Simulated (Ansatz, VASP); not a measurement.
## Ge: VASP beside Ansatz

```
Ge
1.0
     3.99565    0.00000    0.00000
    -1.99782    3.39113    0.00000
     0.00000    0.00000    6.60271
Ge
4
Direct
  0.66667 0.33333 0.06298
  0.33333 0.66667 0.56298
  0.66667 0.33333 0.43702
  0.33333 0.66667 0.93702
```

Change from the starting cell: strain -0.0200 x Voigt [0, 1, 0, 0, 0, 0], atoms carried along.

Alike in both runs: task single point; functional r2SCAN; k mesh 12 × 12 × 6; occupations gaussian, width 0.03 eV; no spin polarisation.

|  | VASP | Ansatz |
| --- | --- | --- |
| version | VASP 6.6.1 | Ansatz 0.2.0 |
| potentials or method | VASP PAW PBE potentials, release 64 (Ge_d), cutoff 520 eV | scalar-relativistic, plane waves, PAW |
| valence electrons in the cell | 56 | 56 |

Ansatz gave:

```
gap on the k mesh at the Fermi level (eV)                     : 0.21
least direct gap on the mesh (eV)                             : 0.21
pressure (GPa)                                                : 1.5
traceless stress, the component that is largest in VASP (GPa) : 2.29
rms of the force components (eV/Å)                            : 0.112
```

**Question.** What did VASP give for the same quantities?

**Answer.** gap on the k mesh at the Fermi level (eV): 0.18; least direct gap on the mesh (eV): 0.18; pressure (GPa): 1.6; traceless stress, the component that is largest in VASP (GPa): 2.29; rms of the force components (eV/Å): 0.116.

VASP's potentials were made for PBE, not for r2SCAN. Atom by atom the forces differ by 0.004 eV/Å (rms over components).
